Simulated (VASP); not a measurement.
A run of VASP 6.6.1 is set up as follows.

File INCAR:

```
SYSTEM = Hf
PREC = Accurate
ENCUT = 520
EDIFF = 1E-6
ISMEAR = 0
SIGMA = 0.05
LREAL = .FALSE.
LASPH = .TRUE.
NELM = 60
ALGO = Fast
ISIF = 2
LWAVE = .FALSE.
LCHARG = .TRUE.
GGA = PS
LELF = .TRUE.
LVHAR = .TRUE.
NBANDS = 17
```

Contents of KPOINTS:

```
Automatic mesh
0
G
  18 18 10
  0 0 0
```

The input POSCAR:

```
Hf
1.0
    2.9692256335      0.0000000000      0.0000000000
   -1.4846128168      2.5714248282      0.0000000000
    0.0000000000      0.0000000000      4.7533537556
Hf
2
Direct
    0.3333333333      0.6666666667      0.2500000000
    0.6666666667      0.3333333333      0.7500000000
```

Potentials or basis: VASP PAW PBE potentials, release 64 (Hf_pv).

Command:

```sh
$ cat potpaw_PBE.64/Hf_pv/POTCAR > POTCAR
$ mpirun -np 1 vasp_std > vasp.out
```

Question: Predict the band gap on the k mesh.

Answer: Zero (bands 10 and 11 overlap by 1.66 eV).

Question: Estimate the pressure.

Answer: 26.1 GPa.

Stress tensor (GPa, compression positive):
```
26.11  0.00  0.00
 0.00 26.11  0.00
 0.00  0.00 25.94
```

Caveat: the cell stands under pressure; the PAW data sets were made with another functional, which shifts forces and pressure a little; spin-orbit coupling is left out, which moves the levels of the heavy elements.
